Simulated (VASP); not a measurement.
# Ge (Fd-3m) in VASP: further runs

Aim: see how the results for Ge move with the level of theory and the settings. Levels: PBE, PBEsol. Tasks: density of states, vibrations by perturbation theory.

All numbers are computed with VASP 6.6.1; they aren't measurements. Logs are shortened: lines on timing, memory, paths and dates and some standing lists are left out, and cuts for length are marked.

### Step 1. The cell of the first run

The structure is cubic, space group Fd-3m (No. 227). The conventional cell has a = 5.658 Å, b = 5.658 Å, c = 5.658 Å, α = 90.00°, β = 90.00°, γ = 90.00°. Within 3.2 Å of Ge (site symmetry -43m) lie 4 Ge at 2.45 Å.

### Step 2. Density of states, PBE

POSCAR

```
Ge
1.0
    0.0000000000      2.8289100000      2.8289100000
    2.8289100000      0.0000000000      2.8289100000
    2.8289100000      2.8289100000      0.0000000000
Ge
2
Direct
    0.7500000000      0.7500000000      0.7500000000
    0.5000000000      0.5000000000      0.5000000000
```

INCAR.step1

```
PREC = Accurate ; ENCUT = 520
EDIFF = 1E-6 ; ISMEAR = -1
SIGMA = 0.05 ; LREAL = F
LASPH = T ; NELM = 100
ALGO = Normal ; ISIF = 2
LWAVE = F ; LCHARG = T
GGA = PE ; NBANDS = 21
```

KPOINTS.step1

```
Automatic mesh
0
Gamma
  8 8 8
```

INCAR.step2

```
PREC = Accurate ; ENCUT = 520
EDIFF = 1E-6 ; ISMEAR = -5
SIGMA = 0.05 ; LREAL = F
LASPH = T ; NELM = 100
ALGO = Normal ; ISIF = 2
LWAVE = F ; LCHARG = F
GGA = PE ; LORBIT = 11
NEDOS = 2001 ; ICHARG = 11
```

KPOINTS.step2

```
Automatic mesh
0
Gamma
  12 12 12
```

Potentials or basis: VASP PAW PBE potentials, release 64 (Ge_d).

Launch:

```sh
> cat potpaw_PBE.64/Ge_d/POTCAR > POTCAR
> cp INCAR.step1 INCAR
> cp KPOINTS.step1 KPOINTS
> mpirun -np 1 vasp_std > vasp.out
> cp INCAR.step2 INCAR
> cp KPOINTS.step2 KPOINTS
> mpirun -np 1 vasp_std > vasp.out
```

OUTCAR:

```text
PREC = Accurate
   ENCUT = 520
   EDIFF = 1E-6
   ISMEAR = -5
   LREAL = F
   LASPH = T
   NELM = 100
   ISIF = 2
   GGA = PE
   LORBIT = 11
   ICHARG = 11

 ion  position               nearest neighbor table
   1  0.750  0.750  0.750-   2 2.45   2 2.45   2 2.45   2 2.45
   2  0.500  0.500  0.500-   1 2.45   1 2.45   1 2.45   1 2.45

  LATTYP: Found a face centered cubic cell.
 ALAT       =     5.6578200000

  Lattice vectors:

 A1 = (   0.0000000000,   2.8289100000,   2.8289100000)
 A2 = (   2.8289100000,   0.0000000000,   2.8289100000)
 A3 = (   2.8289100000,   2.8289100000,   0.0000000000)

Analysis of symmetry for initial positions (statically):
=====================================================================
 Subroutine PRICEL returns:
 Original cell was already a primitive cell.

 Routine SETGRP: Setting up the symmetry group for a
 face centered cubic supercell.

 Subroutine GETGRP returns: Found 48 space group operations
 (whereof 24 operations were pure point group operations)
 out of a pool of 48 trial point group operations.

The static configuration has the point symmetry T_d .
 The point group associated with its full space group is O_h .

Analysis of symmetry for dynamics (positions and initial velocities):
=====================================================================
 Subroutine PRICEL returns:
 Original cell was already a primitive cell.

 Routine SETGRP: Setting up the symmetry group for a
 face centered cubic supercell.

 Subroutine GETGRP returns: Found 48 space group operations
 (whereof 24 operations were pure point group operations)
 out of a pool of 48 trial point group operations.

The dynamic configuration has the point symmetry T_d .
 The point group associated with its full space group is O_h .

 Subroutine INISYM returns: Found 48 space group operations
 (whereof 24 operations are pure point group operations),
 and found     1 'primitive' translations

----------------------------------------------------------------------------------------

                                     Primitive cell

  volume of cell :      45.2780

  direct lattice vectors                    reciprocal lattice vectors
     0.000000000  2.828910000  2.828910000    -0.176746521  0.176746521  0.176746521
     2.828910000  0.000000000  2.828910000     0.176746521 -0.176746521  0.176746521
     2.828910000  2.828910000  0.000000000     0.176746521  0.176746521 -0.176746521

  length of vectors
     4.000682889  4.000682889  4.000682889     0.306133954  0.306133954  0.306133954

  position of ions in fractional coordinates (direct lattice)
     0.750000000  0.750000000  0.750000000
     0.500000000  0.500000000  0.500000000

  ion indices of the primitive-cell ions
   primitive index   ion index
                 1           1
                 2           2

----------------------------------------------------------------------------------------

 KPOINTS: Automatic mesh

Automatic generation of k-mesh.
 Grid dimensions read from file:
 generate k-points for:   12   12   12

 Generating k-lattice:

  Cartesian coordinates                     Fractional coordinates (reciprocal lattice)
    -0.014728877  0.014728877  0.014728877     0.083333333  0.000000000  0.000000000
     0.014728877 -0.014728877  0.014728877     0.000000000  0.083333333  0.000000000
     0.014728877  0.014728877 -0.014728877     0.000000000  0.000000000  0.083333333

  Length of vectors
     0.025511163  0.025511163  0.025511163

  Shift w.r.t. Gamma in fractional coordinates (k-lattice)
     0.000000000  0.000000000  0.000000000

 TETIRR: Found    247 inequivalent tetrahedra from    10368

 Subroutine IBZKPT returns following result:
 ===========================================

 Found     72 irreducible k-points:

 Following reciprocal coordinates:
            Coordinates               Weight
  0.000000  0.000000  0.000000      1.000000
  0.083333  0.000000  0.000000      8.000000
  0.166667  0.000000  0.000000      8.000000
  0.250000  0.000000  0.000000      8.000000
  0.333333  0.000000  0.000000      8.000000
  0.416667  0.000000  0.000000      8.000000
[... 16 lines left out ...]
  0.500000  0.166667  0.000000     24.000000
 -0.416667  0.166667  0.000000     24.000000
 [... further k-points ...]
   k-points           NKPTS =     72   k-points in BZ     NKDIM =     72   number of bands    NBANDS=     18
   number of dos      NEDOS =   2001   number of ions     NIONS =      2
   total plane-waves  NPLWV =  27000
   dimension x,y,z NGX =    30 NGY =   30 NGZ =   30
   dimension x,y,z NGXF=    60 NGYF=   60 NGZF=   60
   ions per type =               2
   NGX,Y,Z   is equivalent  to a cutoff of  12.47, 12.47, 12.47 a.u.
   NGXF,Y,Z  is equivalent  to a cutoff of  24.93, 24.93, 24.93 a.u.
 SYSTEM =  unknown system
   PREC   = accura    normal or accurate (medium, high low for compatibility)
   ISTART =      0    job   : 0-new  1-cont  2-samecut
   ICHARG =     11    charge: 1-file 2-atom 10-const
   ISPIN  =      1    spin polarized calculation?
   LNONCOLLINEAR =      F non collinear calculations
   LSORBIT =      F    spin-orbit coupling
   LASPH  =      T    aspherical Exc in radial PAW
   ENCUT  =  520.0 eV  38.22 Ry    6.18 a.u.   7.44  7.44  7.44*2*pi/ulx,y,z
   NELM   =    100;   NELMIN=  2; NELMDL=  0     # of ELM steps
   EDIFF  = 0.1E-05   stopping-criterion for ELM
   LREAL  =      F    real-space projection
   EDIFFG = 0.1E-04   stopping-criterion for IOM
   NSW    =      0    number of steps for IOM
   IBRION =     -1    ionic relax: 0-MD 1-quasi-New 2-CG
   NFREE  =      0    steps in history (QN), initial steepest desc. (CG)
   ISIF   =      2    stress and relaxation
   ISYM   =      2    0-nonsym 1-usesym 2-fastsym
   POTIM  = 0.5000    time-step for ionic-motion
   TEBEG  =    0.0;   TEEND  =   0.0 temperature during run
   PSTRESS=    0.0 pullay stress
   NELECT =      28.0000    total number of electrons
   NUPDOWN=      -1.0000    fix difference up-down
   EMIN   =  10.00;   EMAX   =-10.00  energy-range for DOS
   EFERMI =   0.00;   METHOD = LEGACY
   ISMEAR =    -5;   SIGMA  =   0.05  broadening in eV -4-tet -1-fermi 0-gaus
   EFERMI_NEDOS =   21; number of points for ismear=-14 and -15
   IALGO  =     38    algorithm
   IMIX   =      4    mixing-type and parameters
     AMIX     =   0.40;   BMIX     =  1.00
     AMIX_MAG =   1.60;   BMIX_MAG =  1.00
  volume/ion in A,a.u.               =      22.64       152.78
  Fermi-wavevector in a.u.,A,eV,Ry     =   1.394756  2.635708 26.468033  1.945346
  Thomas-Fermi vector in A             =   2.518275
   LORBIT       =     11    0 simple, 1 ext, 2 COOP (PROOUT), +10 PAW based schemes
   GGA     = PE    functional components
   LHFCALC =     F    Hartree Fock is set to
   AEXX    =    0.0000 exact exchange contribution
   IVDW    =     0    specifies the selected vdW correction
   LEPSILON=     F    determine dielectric tensor
   LRPA    =     F    only Hartree local field effects (RPA)
 non-spin polarized calculation
 Fermi weights with tetrahedron method with Bloechl corrections
  energy-cutoff  :      520.00
  volume of cell :       45.28
 maximum number of plane-waves:      1243
 NGX is ok and might be reduce to    30

 number of electron      28.0000022 magnetization

 Free energy of the ion-electron system (eV)
  ---------------------------------------------------
  ext. energy  EPLUGINS =         0.00000000
  ---------------------------------------------------
  free energy    TOTEN  =        -9.01085794 eV

  energy without entropy =       -9.01085794  energy(sigma->0) =       -9.01085794

 E-fermi :   4.9979     XC(G=0):  -9.9231

 val. band max:        4.9906830599   @ k =   0.0000   0.0000   0.0000
 cond. band min:       5.0278986590   @ k =   0.0000   0.0000   0.0000
 fundamental gap:      0.0372155991
 Fermi energy:         4.9978833077

 k-point     1 :       0.0000    0.0000    0.0000
  band No.  band energies     occupation
      1     -19.8200      2.00000
      2     -19.8200      2.00000
      3     -19.8200      2.00000
      4     -19.7835      2.00000
      5     -19.7835      2.00000
      6     -19.5735      2.00000
[... 10 lines left out ...]
     17       7.5485      0.00000
     18       7.5485      0.00000

 k-point     2 :       0.0833    0.0000    0.0000
  band No.  band energies     occupation
      1     -19.8243      2.00000
      2     -19.8243      2.00000
      3     -19.8189      2.00000
      4     -19.7777      2.00000
      5     -19.7777      2.00000
      6     -19.5800      2.00000
[... 10 lines left out ...]
     17       7.7713      0.00000
     18       7.9421      0.00000

 k-point     3 :       0.1667    0.0000    0.0000
  band No.  band energies     occupation
      1     -19.8319      2.00000
      2     -19.8319      2.00000
      3     -19.8157      2.00000
      4     -19.7661      2.00000
      5     -19.7661      2.00000
      6     -19.5901      2.00000
[... 10 lines left out ...]
     17       8.2401      0.00000
     18       9.1553      0.00000

 k-point     4 :       0.2500    0.0000    0.0000
  band No.  band energies     occupation
      1     -19.8381      2.00000
      2     -19.8381      2.00000
      3     -19.8114      2.00000
      4     -19.7550      2.00000
      5     -19.7550      2.00000
      6     -19.5986      2.00000
[... 375 lines left out ...]
      4     -19.7370      2.00000
      5     -19.7164      2.00000
      6     -19.6511      2.00000
[... 10 lines left out ...]
     17      10.2032      0.00000
     18      10.3040      0.00000

 k-point    23 :       0.5000    0.1667    0.0000
  band No.  band energies     occupation
      1     -19.8610      2.00000
      2     -19.8479      2.00000
      3     -19.7858      2.00000
      4     -19.7282      2.00000
      5     -19.7200      2.00000
      6     -19.6441      2.00000
[... 10 lines left out ...]
     17       9.9731      0.00000
     18      11.4145      0.00000

 k-point    24 :      -0.4167    0.1667    0.0000
  band No.  band energies     occupation
      1     -19.8612      2.00000
      2     -19.8504      2.00000
      3     -19.7801      2.00000
      4     -19.7292      2.00000
      5     -19.7218      2.00000
      6     -19.6306      2.00000
[... 10 lines left out ...]
     17       9.7182      0.00000
     18      12.5637      0.00000

 [... further k-points ...]

------------------------ aborting loop because EDIFF is reached ----------------------------------------

  FORCE on cell =-STRESS in cart. coord.  units (eV):
  Direction    XX          YY          ZZ          XY          YZ          ZX
  --------------------------------------------------------------------------------------
  -------------------------------------------------------------------------------------
  Total        0.8761142      0.8761142      0.8761142      0.0000000      0.0000000     -0.0000000
  in kB       31.0015855     31.0015855     31.0015855      0.0000000      0.0000000     -0.0000000
  external PRESSURE =      31.0015855 kB  Pullay stress =       0.0000000 kB

 VOLUME and BASIS-vectors are now :
 -----------------------------------------------------------------------------
  energy-cutoff  :      520.00
  volume of cell :       45.28
      direct lattice vectors                 reciprocal lattice vectors
     0.000000000  2.828910000  2.828910000    -0.176746521  0.176746521  0.176746521
     2.828910000  0.000000000  2.828910000     0.176746521 -0.176746521  0.176746521
     2.828910000  2.828910000  0.000000000     0.176746521  0.176746521 -0.176746521

 POSITION                                       TOTAL-FORCE (eV/Angst)
 -----------------------------------------------------------------------------------
      4.24336      4.24336      4.24336        -0.000000     -0.000000     -0.000000
      2.82891      2.82891      2.82891         0.000000      0.000000      0.000000
 -----------------------------------------------------------------------------------
    total drift:                                0.000000     -0.000000     -0.000000

  FREE ENERGIE OF THE ION-ELECTRON SYSTEM (eV)
  ---------------------------------------------------
  free  energy   TOTEN  =        -9.0108579408 eV

  energy  without entropy=       -9.0108579408  energy(sigma->0) =       -9.01085794

 total charge

# of ion       s       p       d       tot
------------------------------------------
    1        1.130   1.265  10.024  12.419
    2        1.130   1.265  10.024  12.419
--------------------------------------------------
tot          2.259   2.530  20.048  24.837
```

Wall time 28 s (1 thread of Intel Xeon 6975P-C (Granite Rapids), shared host); peak memory 0.18 GiB.

Results:

```yaml
Valence_electrons_inside_the_program's_atomic_spheres: Ge 12.42
```

Levels at points of the mesh, in eV from the valence-band top:
```tsv
k point	band 11	band 12	band 13	band 14	band 15	band 16	band 17	band 18
(0.00, 0.00, 0.00)	-12.77	0.00	0.00	0.00	0.04	2.56	2.56	2.56
(0.50, 0.00, 0.00)	-10.68	-7.59	-1.40	-1.40	0.19	3.75	3.75	7.14
(0.50, 0.50, 0.00)	-8.88	-8.88	-3.07	-3.07	0.76	0.76	9.52	9.52
```

(Continued in part 2 of 2.)
